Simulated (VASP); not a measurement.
# Cr (Im-3m) in VASP: notebook

Cr is run at these levels: PBE; tasks: single point.

Program: VASP 6.6.1. These are calculated values, not measurements. Logs are shortened: lines on timing, memory, paths and dates and some standing lists are left out, and cuts for length are marked.

### 1 The cell of the first run

The structure is cubic, space group Im-3m (No. 229). Conventional cell: a = 2.829 Å, b = 2.829 Å, c = 2.829 Å, α = 90.00°, β = 90.00°, γ = 90.00°. Within 3.2 Å of Cr (site symmetry m-3m) lie 14 Cr at 2.45 to 2.83 Å.

### 2 Single point, PBE (volume scaled by 0.980)

INCAR

```
  ALGO = Normal
  EDIFF = 1E-7
  ENCUT = 520
  GGA = PE
  ISIF = 2
  ISMEAR = 0
  LASPH = T
  LCHARG = T
  LELF = T
  LREAL = F
  LVHAR = T
  LWAVE = F
  NBANDS = 12
  NELM = 80
  PREC = Accurate
  SIGMA = 0.05
```

KPOINTS

```
k-points
0
Gamma
  22 22 22
```

POSCAR

```
Cr
1.0
   -1.4145522798      1.4145522798      1.4145522798
    1.4145522798     -1.4145522798      1.4145522798
    1.4145522798      1.4145522798     -1.4145522798
Cr
1
Direct
    0.0000000000      0.0000000000      0.0000000000
```

Potentials or basis: VASP PAW PBE potentials, release 64 (Cr_pv).

Launch:

```console
cat potpaw_PBE.64/Cr_pv/POTCAR > POTCAR
mpirun -np 1 vasp_std > vasp.out
```

OUTCAR:

```text
EDIFF = 1E-7
   ENCUT = 520
   GGA = PE
   ISIF = 2
   ISMEAR = 0
   LASPH = T
   LREAL = F
   NELM = 80
   PREC = Accurate

 ion  position               nearest neighbor table
   1  0.000  0.000  0.000-

  LATTYP: Found a body centered cubic cell.
 ALAT       =     2.8291045596

  Lattice vectors:

 A1 = (  -1.4145522798,   1.4145522798,   1.4145522798)
 A2 = (   1.4145522798,  -1.4145522798,   1.4145522798)
 A3 = (   1.4145522798,   1.4145522798,  -1.4145522798)

Analysis of symmetry for initial positions (statically):
=====================================================================
 Subroutine PRICEL returns:
 Original cell was already a primitive cell.

 Routine SETGRP: Setting up the symmetry group for a
 body centered cubic supercell.

 Subroutine GETGRP returns: Found 48 space group operations
 (whereof 48 operations were pure point group operations)
 out of a pool of 48 trial point group operations.

The static configuration has the point symmetry O_h .

Analysis of symmetry for dynamics (positions and initial velocities):
=====================================================================
 Subroutine PRICEL returns:
 Original cell was already a primitive cell.

 Routine SETGRP: Setting up the symmetry group for a
 body centered cubic supercell.

 Subroutine GETGRP returns: Found 48 space group operations
 (whereof 48 operations were pure point group operations)
 out of a pool of 48 trial point group operations.

The dynamic configuration has the point symmetry O_h .

 Subroutine INISYM returns: Found 48 space group operations
 (whereof 48 operations are pure point group operations),
 and found     1 'primitive' translations

----------------------------------------------------------------------------------------

                                     Primitive cell

  volume of cell :      11.3218

  direct lattice vectors                    reciprocal lattice vectors
    -1.414552280  1.414552280  1.414552280     0.000000000  0.353468732  0.353468732
     1.414552280 -1.414552280  1.414552280     0.353468732  0.000000000  0.353468732
     1.414552280  1.414552280 -1.414552280     0.353468732  0.353468732  0.000000000

  length of vectors
     2.450076419  2.450076419  2.450076419     0.499880274  0.499880274  0.499880274

  position of ions in fractional coordinates (direct lattice)
     0.000000000  0.000000000  0.000000000

  ion indices of the primitive-cell ions
   primitive index   ion index
                 1           1

----------------------------------------------------------------------------------------

 KPOINTS: k-points

Automatic generation of k-mesh.
 Grid dimensions read from file:
 generate k-points for:   22   22   22

 Generating k-lattice:

  Cartesian coordinates                     Fractional coordinates (reciprocal lattice)
     0.000000000  0.016066761  0.016066761     0.045454545  0.000000000  0.000000000
     0.016066761  0.000000000  0.016066761     0.000000000  0.045454545  0.000000000
     0.016066761  0.016066761  0.000000000     0.000000000  0.000000000  0.045454545

  Length of vectors
     0.022721831  0.022721831  0.022721831

  Shift w.r.t. Gamma in fractional coordinates (k-lattice)
     0.000000000  0.000000000  0.000000000

 Subroutine IBZKPT returns following result:
 ===========================================

 Found    328 irreducible k-points:

 Following reciprocal coordinates:
            Coordinates               Weight
  0.000000  0.000000  0.000000      1.000000
  0.045455  0.000000  0.000000     12.000000
  0.090909  0.000000  0.000000     12.000000
  0.136364  0.000000  0.000000     12.000000
  0.181818  0.000000  0.000000     12.000000
  0.227273  0.000000  0.000000     12.000000
[... 16 lines left out ...]
  0.090909  0.090909  0.000000     24.000000
  0.136364  0.090909  0.000000     48.000000
 [... further k-points ...]
   k-points           NKPTS =    328   k-points in BZ     NKDIM =    328   number of bands    NBANDS=     12
   number of dos      NEDOS =    301   number of ions     NIONS =      1
   total plane-waves  NPLWV =   5832
   dimension x,y,z NGX =    18 NGY =   18 NGZ =   18
   dimension x,y,z NGXF=    36 NGYF=   36 NGZF=   36
   ions per type =               1
   NGX,Y,Z   is equivalent  to a cutoff of  12.21, 12.21, 12.21 a.u.
   NGXF,Y,Z  is equivalent  to a cutoff of  24.43, 24.43, 24.43 a.u.
 SYSTEM =  unknown system
   PREC   = accura    normal or accurate (medium, high low for compatibility)
   ISTART =      0    job   : 0-new  1-cont  2-samecut
   ICHARG =      2    charge: 1-file 2-atom 10-const
   ISPIN  =      1    spin polarized calculation?
   LNONCOLLINEAR =      F non collinear calculations
   LSORBIT =      F    spin-orbit coupling
   LASPH  =      T    aspherical Exc in radial PAW
   ENCUT  =  520.0 eV  38.22 Ry    6.18 a.u.   4.56  4.56  4.56*2*pi/ulx,y,z
   NELM   =     80;   NELMIN=  2; NELMDL= -5     # of ELM steps
   EDIFF  = 0.1E-06   stopping-criterion for ELM
   LREAL  =      F    real-space projection
   EDIFFG = 0.1E-05   stopping-criterion for IOM
   NSW    =      0    number of steps for IOM
   IBRION =     -1    ionic relax: 0-MD 1-quasi-New 2-CG
   NFREE  =      0    steps in history (QN), initial steepest desc. (CG)
   ISIF   =      2    stress and relaxation
   ISYM   =      2    0-nonsym 1-usesym 2-fastsym
   POTIM  = 0.5000    time-step for ionic-motion
   TEBEG  =    0.0;   TEEND  =   0.0 temperature during run
   PSTRESS=    0.0 pullay stress
   NELECT =      12.0000    total number of electrons
   NUPDOWN=      -1.0000    fix difference up-down
   EMIN   =  10.00;   EMAX   =-10.00  energy-range for DOS
   EFERMI =   0.00;   METHOD = LEGACY
   ISMEAR =     0;   SIGMA  =   0.05  broadening in eV -4-tet -1-fermi 0-gaus
   EFERMI_NEDOS =   21; number of points for ismear=-14 and -15
   IALGO  =     38    algorithm
   IMIX   =      4    mixing-type and parameters
     AMIX     =   0.40;   BMIX     =  1.00
     AMIX_MAG =   1.60;   BMIX_MAG =  1.00
  volume/ion in A,a.u.               =      11.32        76.40
  Fermi-wavevector in a.u.,A,eV,Ry     =   1.669153  3.154243 37.906825  2.786073
  Thomas-Fermi vector in A             =   2.754876
   LORBIT       =      0    0 simple, 1 ext, 2 COOP (PROOUT), +10 PAW based schemes
   GGA     = PE    functional components
   LHFCALC =     F    Hartree Fock is set to
   AEXX    =    0.0000 exact exchange contribution
   IVDW    =     0    specifies the selected vdW correction
   LEPSILON=     F    determine dielectric tensor
   LRPA    =     F    only Hartree local field effects (RPA)
 non-spin polarized calculation
 Gauss-broadening in eV      SIGMA  =   0.05
  energy-cutoff  :      520.00
  volume of cell :       11.32
 maximum number of plane-waves:       321
   NGX =  9   NGY =  9   NGZ =  9

 number of electron      12.0000007 magnetization

 Free energy of the ion-electron system (eV)
  ---------------------------------------------------
  ext. energy  EPLUGINS =         0.00000000
  ---------------------------------------------------
  free energy    TOTEN  =        -9.51133686 eV

  energy without entropy =       -9.50995327  energy(sigma->0) =       -9.51064506

 E-fermi :  11.2682     XC(G=0): -13.7908

 val. band max:       11.2639626304   @ k =  -0.1818   0.2727   0.0909
 cond. band min:      11.2697739828   @ k =  -0.2727   0.3182   0.1364
 fundamental gap:      0.0058113524
 Fermi energy:        11.2681799011

 k-point     1 :       0.0000    0.0000    0.0000
  band No.  band energies     occupation
      1     -31.4400      2.00000
      2     -31.4400      2.00000
      3     -31.4400      2.00000
      4       3.3325      2.00000
      5      10.3224      2.00000
      6      10.3224      2.00000
      7      10.3224      2.00000
      8      12.4297      0.00000
      9      12.4297      0.00000
     10      18.3767      0.00000
     11      33.7200      0.00000
     12      33.7200      0.00000

 k-point     2 :       0.0455    0.0000    0.0000
  band No.  band energies     occupation
      1     -31.4607      2.00000
      2     -31.4463      2.00000
      3     -31.4401      2.00000
      4       3.4253      2.00000
      5      10.2858      2.00000
      6      10.3169      2.00000
      7      10.3857      2.00000
      8      12.3876      0.00000
      9      12.4322      0.00000
     10      18.3766      0.00000
     11      33.5130      0.00000
     12      33.6997      0.00000

 k-point     3 :       0.0909    0.0000    0.0000
  band No.  band energies     occupation
      1     -31.5210      2.00000
      2     -31.4647      2.00000
      3     -31.4405      2.00000
      4       3.6985      2.00000
      5      10.1804      2.00000
      6      10.2931      2.00000
      7      10.5731      2.00000
      8      12.2798      0.00000
      9      12.4404      0.00000
     10      18.3765      0.00000
     11      32.9108      0.00000
     12      33.5898      0.00000
[... 286 lines left out ...]
 k-point    23 :       0.0909    0.0909    0.0000
  band No.  band energies     occupation
      1     -31.6678      2.00000
      2     -31.4922      2.00000
      3     -31.4598      2.00000
      4       4.3889      2.00000
      5       9.9971      2.00000
      6      10.0849      2.00000
      7      11.0977      2.00000
      8      12.0588      0.00000
      9      12.5067      0.00000
     10      18.3764      0.00000
     11      31.6432      0.00000
     12      32.7272      0.00000

 k-point    24 :       0.1364    0.0909    0.0000
  band No.  band energies     occupation
      1     -31.7777      2.00000
      2     -31.5269      2.00000
      3     -31.4660      2.00000
      4       4.9435      2.00000
      5       9.8144      2.00000
      6       9.9478      2.00000
      7      11.5246      0.00000
      8      11.9670      0.00000
      9      12.5648      0.00000
     10      18.3763      0.00000
     11      30.5816      0.00000
     12      31.9252      0.00000

 [... further k-points ...]
[... 5 lines left out ...]
  --------------------------------------------------------------------------------------
  -------------------------------------------------------------------------------------
  Total        0.3476380      0.3476380      0.3476380      0.0000000      0.0000000      0.0000000
  in kB       49.1949903     49.1949903     49.1949903      0.0000000      0.0000000      0.0000000
  external PRESSURE =      49.1949903 kB  Pullay stress =       0.0000000 kB

 VOLUME and BASIS-vectors are now :
 -----------------------------------------------------------------------------
  energy-cutoff  :      520.00
  volume of cell :       11.32
      direct lattice vectors                 reciprocal lattice vectors
    -1.414552280  1.414552280  1.414552280     0.000000000  0.353468732  0.353468732
     1.414552280 -1.414552280  1.414552280     0.353468732  0.000000000  0.353468732
     1.414552280  1.414552280 -1.414552280     0.353468732  0.353468732  0.000000000

 POSITION                                       TOTAL-FORCE (eV/Angst)
 -----------------------------------------------------------------------------------
      0.00000      0.00000      0.00000         0.000000      0.000000     -0.000000
 -----------------------------------------------------------------------------------
    total drift:                                0.000000      0.000000      0.000000

  FREE ENERGIE OF THE ION-ELECTRON SYSTEM (eV)
  ---------------------------------------------------
  free  energy   TOTEN  =        -9.5113368619 eV

  energy  without entropy=       -9.5099532676  energy(sigma->0) =       -9.51064506
```

Wall time 14 s (1 thread of Intel Xeon 6975P-C (Granite Rapids), shared host); peak memory 0.15 GiB.

What came out:

```
Free energy            : -9.5113 eV
Pressure               : 4.9 GPa
Band gap on the k mesh : zero (band 6 reaches 13.77 eV, above the bottom of band 7 at 10.32 eV)
```

Levels at points of the mesh, in eV from the Fermi level:
```csv
k point,band 3,band 4,band 5,band 6,band 7,band 8,band 9,band 10
"(0.00, 0.00, 0.00)",-42.71,-7.94,-0.95,-0.95,-0.95,1.16,1.16,7.11
"(0.50, 0.00, 0.00)",-42.72,-4.54,-2.54,1.16,1.17,1.51,2.91,7.10
"(0.50, 0.50, 0.50)",-43.38,-4.45,-4.45,2.50,2.50,2.50,7.11,10.79
```

Caveat: the cell differs from its parent crystal (volume scaled by 0.980); the run has no spin polarisation, though such a crystal can be magnetic. Spin polarisation is off, so any magnetic state and its effect on volume and gap are missing.

### 3 Single point, PBE

This run uses another cell than the first one, of 11.55 Å³/atom, 1.020 times its volume.

INCAR

```
ALGO     = Normal         # electronic algorithm
EDIFF    = 1E-6           # SCF threshold, eV
ENCUT    = 520            # plane-wave cutoff, eV
GGA      = PE             # functional
ISIF     = 2              # what is computed and relaxed
ISMEAR   = 0              # smearing method
LASPH    = T              # aspherical terms in the spheres
LCHARG   = F              # write CHGCAR
LREAL    = F              # projectors in reciprocal space
LWAVE    = F              # write WAVECAR
NBANDS   = 12             # bands
NELM     = 100            # most SCF steps
PREC     = Accurate       # precision mode
SIGMA    = 0.05           # smearing width, eV
```

KPOINTS is that of step 2.

POSCAR

```
Cr
1.0
   -1.4241103554      1.4241103554      1.4241103554
    1.4241103554     -1.4241103554      1.4241103554
    1.4241103554      1.4241103554     -1.4241103554
Cr
1
Direct
    0.0000000000      0.0000000000      0.0000000000
```

Potentials or basis: VASP PAW PBE potentials, release 64 (Cr_pv).

Launch:

```console
cat potpaw_PBE.64/Cr_pv/POTCAR > POTCAR
mpirun -np 1 vasp_std > vasp.out
```

Run time: 15 s. Hardware: 1 thread of Intel Xeon 6975P-C (Granite Rapids), shared host; peak memory 0.15 GiB.

Results (log left out):

- Free energy: -9.5146 eV
- Pressure: -0.5 GPa
- Band gap on the k mesh: zero (band 6 reaches 13.41 eV, above the bottom of band 7 at 10.06 eV)

Levels at points of the mesh, in eV from the Fermi level:
```csv
k point,band 3,band 4,band 5,band 6,band 7,band 8,band 9,band 10
"(0.00, 0.00, 0.00)",-42.73,-7.86,-0.92,-0.92,-0.92,1.14,1.14,7.10
"(0.50, 0.00, 0.00)",-42.74,-4.43,-2.46,1.11,1.13,1.48,2.83,7.09
"(0.50, 0.50, 0.50)",-43.36,-4.31,-4.31,2.44,2.44,2.44,7.09,10.60
```

Caveat: the run has no spin polarisation, though such a crystal can be magnetic. Spin polarisation is off, so any magnetic state and its effect on volume and gap are missing.
